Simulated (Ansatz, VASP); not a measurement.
## TiO: VASP beside Ansatz

```xyz
4
Lattice="2.8516 0.0000 0.0000 -1.4258 2.4696 0.0000 0.0000 0.0000 5.5675" Properties=species:S:1:pos:R:3 pbc="T T T"
Ti    0.0000    1.6464    1.3919
Ti    1.4258    0.8232    4.1756
O     0.0000    0.0000    0.0000
O     0.0000    0.0000    2.7838
```

Alike in both runs: task relaxation of cell and atoms; functional PBEsol; k mesh 18 × 18 × 8; occupations gaussian, width 0.1 eV; no spin polarisation.

|  | VASP | Ansatz |
| --- | --- | --- |
| version | VASP 6.6.1 | Ansatz 0.2.0 |
| potentials or method | VASP PAW PBE potentials, release 64 (Ti_sv, O), cutoff 600 eV | scalar-relativistic, plane waves, PAW |
| valence electrons in the cell | 36 | 36 |

|  | VASP | Ansatz | Ansatz less VASP |
| --- | --- | --- | --- |
| gap on the k mesh at the Fermi level, each at its own relaxed structure (eV) | none | none | - |
| relaxed volume (Å³/atom) | 9.40 | 9.39 | -0.016 |
| relaxed length of the cell vector where the two differ most in proportion (Å) | 5.461 | 5.456 | -0.0046 |

VASP's potentials were made for PBE, not for PBEsol. A gap of «none» marks a metal or a gap that the smearing closes.
